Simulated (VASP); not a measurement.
# Ge (R-3) in VASP: notebook

Ge is run at these levels: LDA; tasks: single point.

All numbers are computed with VASP 6.6.1; they aren't measurements. Logs are shortened: lines on timing, memory, paths and dates and some standing lists are left out, and cuts for length are marked.

## 1. The cell of the first run

The structure is trigonal, space group R-3 (No. 148). The conventional cell has a = 10.004 Å, b = 10.004 Å, c = 5.808 Å, α = 90.00°, β = 90.00°, γ = 120.00°. Ge (site symmetry 3) has 5 Ge at 2.51 to 3.30 Å within 3.3 Å. Within 3.3 Å of Ge (site symmetry 1) lie 4 Ge at 2.49 to 2.52 Å.

## 2. Single point, LDA

File INCAR:

```
SYSTEM = Ge
PREC = Accurate
ENCUT = 520
EDIFF = 1E-6
ISMEAR = 0
SIGMA = 0.15
LREAL = .False.
LASPH = .True.
NELM = 100
ALGO = Normal
ISIF = 2
LWAVE = .False.
LCHARG = .False.
NBANDS = 66
```

File KPOINTS:

```
Automatic mesh
0
Gamma
  9 9 9
  0 0 0
```

File POSCAR:

```
Ge
1.0
    5.0021000000      2.8879637815      1.9360574352
   -5.0021000000      2.8879637815      1.9360574352
    0.0000000000     -5.7759275630      1.9360574352
Ge
8
Direct
    0.7160372200      0.7160372200      0.7160372200
    0.2839627800      0.2839627800      0.2839627800
    0.0289443367      0.7253625347      0.5322921797
    0.5322921797      0.0289443367      0.7253625347
    0.7253625347      0.5322921797      0.0289443367
    0.9710556633      0.2746374653      0.4677078203
    0.4677078203      0.9710556633      0.2746374653
    0.2746374653      0.4677078203      0.9710556633
```

Potentials or basis: VASP PAW LDA potentials, release 64 (Ge_d).

Started as:

```
$ cat potpaw_LDA.64/Ge_d/POTCAR > POTCAR
$ mpirun -np 1 vasp_std > vasp.out
```

OUTCAR:

```text
SYSTEM = Ge
   PREC = Accurate
   ENCUT = 520
   EDIFF = 1E-6
   ISMEAR = 0
   LREAL = .False.
   LASPH = .True.
   NELM = 100
   ISIF = 2

 ion  position               nearest neighbor table
   1  0.716  0.716  0.716-   2 2.51   5 2.52   3 2.52   4 2.52
   2  0.284  0.284  0.284-   1 2.51   8 2.52   6 2.52   7 2.52
   3  0.029  0.725  0.532-   5 2.49   4 2.49   6 2.51   1 2.52
   4  0.532  0.029  0.725-   3 2.49   5 2.49   7 2.51   1 2.52
   5  0.725  0.532  0.029-   3 2.49   4 2.49   8 2.51   1 2.52
   6  0.971  0.275  0.468-   8 2.49   7 2.49   3 2.51   2 2.52
   7  0.468  0.971  0.275-   6 2.49   8 2.49   4 2.51   2 2.52
   8  0.275  0.468  0.971-   6 2.49   7 2.49   5 2.51   2 2.52

  LATTYP: Found a trigonal (rhomboedric) cell.
 ALAT       =     6.0917696612
 COS(alpha) =    -0.3484901788

  Lattice vectors:

 A1 = (   5.0021000000,   2.8879637815,   1.9360574352)
 A2 = (  -5.0021000000,   2.8879637815,   1.9360574352)
 A3 = (   0.0000000000,  -5.7759275630,   1.9360574352)

Analysis of symmetry for initial positions (statically):
=====================================================================
 Subroutine PRICEL returns:
 Original cell was already a primitive cell.

 Routine SETGRP: Setting up the symmetry group for a
 trigonal (rhombohedral) supercell.

 Subroutine GETGRP returns: Found  6 space group operations
 (whereof  6 operations were pure point group operations)
 out of a pool of 12 trial point group operations.

The static configuration has the point symmetry S_6 .

Analysis of symmetry for dynamics (positions and initial velocities):
=====================================================================
 Subroutine PRICEL returns:
 Original cell was already a primitive cell.

 Routine SETGRP: Setting up the symmetry group for a
 trigonal (rhombohedral) supercell.

 Subroutine GETGRP returns: Found  6 space group operations
 (whereof  6 operations were pure point group operations)
 out of a pool of 12 trial point group operations.

The dynamic configuration has the point symmetry S_6 .

 Subroutine INISYM returns: Found  6 space group operations
 (whereof  6 operations are pure point group operations),
 and found     1 'primitive' translations

----------------------------------------------------------------------------------------

                                     Primitive cell

  volume of cell :     167.8084

  direct lattice vectors                    reciprocal lattice vectors
     5.002100000  2.887963781  1.936057435     0.099958018  0.057710788  0.172171201
    -5.002100000  2.887963781  1.936057435    -0.099958018  0.057710788  0.172171201
     0.000000000 -5.775927563  1.936057435     0.000000000 -0.115421577  0.172171201

  length of vectors
     6.091769661  6.091769661  6.091769661     0.207280155  0.207280155  0.207280155

  position of ions in fractional coordinates (direct lattice)
     0.716037220  0.716037220  0.716037220
     0.283962780  0.283962780  0.283962780
     0.028944337  0.725362535  0.532292180
     0.532292180  0.028944337  0.725362535
     0.725362535  0.532292180  0.028944337
     0.971055663  0.274637465  0.467707820
     0.467707820  0.971055663  0.274637465
     0.274637465  0.467707820  0.971055663

  ion indices of the primitive-cell ions
   primitive index   ion index
                 1           1
                 2           2
                 3           3
                 4           4
                 5           5
                 6           6
                 7           7
                 8           8

----------------------------------------------------------------------------------------

 KPOINTS: Automatic mesh

Automatic generation of k-mesh.
 Grid dimensions read from file:
 generate k-points for:    9    9    9

 Generating k-lattice:

  Cartesian coordinates                     Fractional coordinates (reciprocal lattice)
     0.011106446  0.006412310  0.019130133     0.111111111  0.000000000 -0.000000000
    -0.011106446  0.006412310  0.019130133     0.000000000  0.111111111 -0.000000000
     0.000000000 -0.012824620  0.019130133    -0.000000000 -0.000000000  0.111111111

  Length of vectors
     0.023031128  0.023031128  0.023031128

  Shift w.r.t. Gamma in fractional coordinates (k-lattice)
     0.000000000  0.000000000  0.000000000

 Subroutine IBZKPT returns following result:
 ===========================================

 Found    125 irreducible k-points:

 Following reciprocal coordinates:
            Coordinates               Weight
  0.000000  0.000000  0.000000      1.000000
  0.111111  0.000000  0.000000      6.000000
  0.222222  0.000000  0.000000      6.000000
  0.333333  0.000000  0.000000      6.000000
  0.444444  0.000000  0.000000      6.000000
  0.111111  0.111111  0.000000      6.000000
[... 16 lines left out ...]
  0.444444  0.222222  0.000000      6.000000
 -0.444444 -0.000000 -0.222222      6.000000
 [... further k-points ...]
   k-points           NKPTS =    125   k-points in BZ     NKDIM =    125   number of bands    NBANDS=     66
   number of dos      NEDOS =    301   number of ions     NIONS =      8
   total plane-waves  NPLWV = 110592
   dimension x,y,z NGX =    48 NGY =   48 NGZ =   48
   dimension x,y,z NGXF=    96 NGYF=   96 NGZF=   96
   ions per type =               8
   NGX,Y,Z   is equivalent  to a cutoff of  13.10, 13.10, 13.10 a.u.
   NGXF,Y,Z  is equivalent  to a cutoff of  26.20, 26.20, 26.20 a.u.
 SYSTEM =  Ge
   PREC   = accura    normal or accurate (medium, high low for compatibility)
   ISTART =      0    job   : 0-new  1-cont  2-samecut
   ICHARG =      2    charge: 1-file 2-atom 10-const
   ISPIN  =      1    spin polarized calculation?
   LNONCOLLINEAR =      F non collinear calculations
   LSORBIT =      F    spin-orbit coupling
   LASPH  =      T    aspherical Exc in radial PAW
   ENCUT  =  520.0 eV  38.22 Ry    6.18 a.u.  11.33 11.33 11.33*2*pi/ulx,y,z
   NELM   =    100;   NELMIN=  2; NELMDL= -5     # of ELM steps
   EDIFF  = 0.1E-05   stopping-criterion for ELM
   LREAL  =      F    real-space projection
   EDIFFG = 0.1E-04   stopping-criterion for IOM
   NSW    =      0    number of steps for IOM
   IBRION =     -1    ionic relax: 0-MD 1-quasi-New 2-CG
   NFREE  =      0    steps in history (QN), initial steepest desc. (CG)
   ISIF   =      2    stress and relaxation
   ISYM   =      2    0-nonsym 1-usesym 2-fastsym
   POTIM  = 0.5000    time-step for ionic-motion
   TEBEG  =    0.0;   TEEND  =   0.0 temperature during run
   PSTRESS=    0.0 pullay stress
   NELECT =     112.0000    total number of electrons
   NUPDOWN=      -1.0000    fix difference up-down
   EMIN   =  10.00;   EMAX   =-10.00  energy-range for DOS
   EFERMI =   0.00;   METHOD = LEGACY
   ISMEAR =     0;   SIGMA  =   0.15  broadening in eV -4-tet -1-fermi 0-gaus
   EFERMI_NEDOS =   21; number of points for ismear=-14 and -15
   IALGO  =     38    algorithm
   IMIX   =      4    mixing-type and parameters
     AMIX     =   0.40;   BMIX     =  1.00
     AMIX_MAG =   1.60;   BMIX_MAG =  1.00
  volume/ion in A,a.u.               =      20.98       141.55
  Fermi-wavevector in a.u.,A,eV,Ry     =   1.430682  2.703596 27.849080  2.046850
  Thomas-Fermi vector in A             =   2.550500
   LORBIT       =      0    0 simple, 1 ext, 2 COOP (PROOUT), +10 PAW based schemes
   GGA     = CA    functional components
   LHFCALC =     F    Hartree Fock is set to
   AEXX    =    0.0000 exact exchange contribution
   IVDW    =     0    specifies the selected vdW correction
   LEPSILON=     F    determine dielectric tensor
   LRPA    =     F    only Hartree local field effects (RPA)
 non-spin polarized calculation
 Gauss-broadening in eV      SIGMA  =   0.15
  energy-cutoff  :      520.00
  volume of cell :      167.81
 maximum number of plane-waves:      4541
 NGX is ok and might be reduce to    48
   NGX = 23   NGY = 23   NGZ = 23

 number of electron     111.9999998 magnetization

 Free energy of the ion-electron system (eV)
  ---------------------------------------------------
  ext. energy  EPLUGINS =         0.00000000
  ---------------------------------------------------
  free energy    TOTEN  =       -40.51916028 eV

  energy without entropy =      -40.50557764  energy(sigma->0) =      -40.51236896

 E-fermi :   5.1900     XC(G=0): -10.8291

 val. band max:        5.1898157350   @ k =  -0.3333   0.4444   0.1111
 cond. band min:       5.2216818220   @ k =  -0.1111   0.4444   0.1111
 fundamental gap:      0.0318660870
 Fermi energy:         5.1900270333

 k-point     1 :       0.0000    0.0000    0.0000
  band No.  band energies     occupation
      1     -19.6033      2.00000
      2     -19.6033      2.00000
      3     -19.5980      2.00000
      4     -19.5871      2.00000
      5     -19.5871      2.00000
      6     -19.5710      2.00000
[... 58 lines left out ...]
     65      10.5262      0.00000
     66      11.5563      0.00000

 k-point     2 :       0.1111    0.0000    0.0000
  band No.  band energies     occupation
      1     -19.6033      2.00000
      2     -19.6019      2.00000
      3     -19.5974      2.00000
      4     -19.5883      2.00000
      5     -19.5856      2.00000
      6     -19.5705      2.00000
[... 58 lines left out ...]
     65      10.3318      0.00000
     66      10.9142      0.00000

 k-point     3 :       0.2222    0.0000    0.0000
  band No.  band energies     occupation
      1     -19.6031      2.00000
      2     -19.5984      2.00000
      3     -19.5951      2.00000
      4     -19.5908      2.00000
      5     -19.5822      2.00000
      6     -19.5706      2.00000
[... 1438 lines left out ...]
     65       9.4241      0.00000
     66       9.9415      0.00000

 k-point    24 :      -0.4444   -0.0000   -0.2222
  band No.  band energies     occupation
      1     -19.6021      2.00000
      2     -19.5965      2.00000
      3     -19.5939      2.00000
      4     -19.5882      2.00000
      5     -19.5706      2.00000
      6     -19.5682      2.00000
[... 58 lines left out ...]
     65       9.6853      0.00000
     66       9.8778      0.00000

 [... further k-points ...]

------------------------ aborting loop because EDIFF is reached ----------------------------------------

  FORCE on cell =-STRESS in cart. coord.  units (eV):
  Direction    XX          YY          ZZ          XY          YZ          ZX
  --------------------------------------------------------------------------------------
  -------------------------------------------------------------------------------------
  Total       -4.4681547     -4.4681547     -1.2098719     -0.0000001     -0.0000000      0.0000000
  in kB      -42.6604257    -42.6604257    -11.5514464     -0.0000009     -0.0000000      0.0000000
  external PRESSURE =     -32.2907659 kB  Pullay stress =       0.0000000 kB

 VOLUME and BASIS-vectors are now :
 -----------------------------------------------------------------------------
  energy-cutoff  :      520.00
  volume of cell :      167.81
      direct lattice vectors                 reciprocal lattice vectors
     5.002100000  2.887963781  1.936057435     0.099958018  0.057710788  0.172171201
    -5.002100000  2.887963781  1.936057435    -0.099958018  0.057710788  0.172171201
     0.000000000 -5.775927563  1.936057435     0.000000000 -0.115421577  0.172171201

 POSITION                                       TOTAL-FORCE (eV/Angst)
 -----------------------------------------------------------------------------------
      0.00000      0.00000      4.15887         0.000000     -0.000000      0.117867
      0.00000      0.00000      1.64930         0.000000     -0.000000     -0.117867
     -3.48355     -0.89607      2.49093         0.088418     -0.169986     -0.092914
      2.51780     -2.56881      2.49093         0.103003      0.161566     -0.092914
      0.96576      3.46488      2.49093        -0.191421      0.008420     -0.092914
      3.48355      0.89607      3.31724        -0.088418      0.169986      0.092914
     -2.51780      2.56881      3.31724        -0.103003     -0.161566      0.092914
     -0.96576     -3.46488      3.31724         0.191421     -0.008420      0.092914
 -----------------------------------------------------------------------------------
    total drift:                                0.000000      0.000000     -0.000000

  FREE ENERGIE OF THE ION-ELECTRON SYSTEM (eV)
  ---------------------------------------------------
  free  energy   TOTEN  =       -40.5191602770 eV

  energy  without entropy=      -40.5055776377  energy(sigma->0) =      -40.51236896
```

It took 14 min on 1 thread of Intel Xeon 6975P-C (Granite Rapids), shared host; peak memory 0.88 GiB.

What came out:

| Quantity | Value |
| --- | --- |
| Free energy | -40.5192 eV |
| Pressure | -3.2 GPa |
| Largest force | 0.213 eV/Å |
| Band gap on the k mesh | zero (bands 56 and 57 overlap by 0.45 eV) |

Forces in eV/Å, atoms in the order of the input:
```
Ge   0.000  0.000  0.118
Ge   0.000  0.000 -0.118
Ge   0.088 -0.170 -0.093
Ge   0.103  0.162 -0.093
Ge  -0.191  0.008 -0.093
Ge  -0.088  0.170  0.093
Ge  -0.103 -0.162  0.093
Ge   0.191 -0.008  0.093
```

Caveat: the cell stands under tension; semilocal functionals underestimate gaps, and a narrow one can read as zero.

(Continued in part 2 of 2.)

The gap in the log of VASP goes by the Fermi energy; the results here count the filled bands.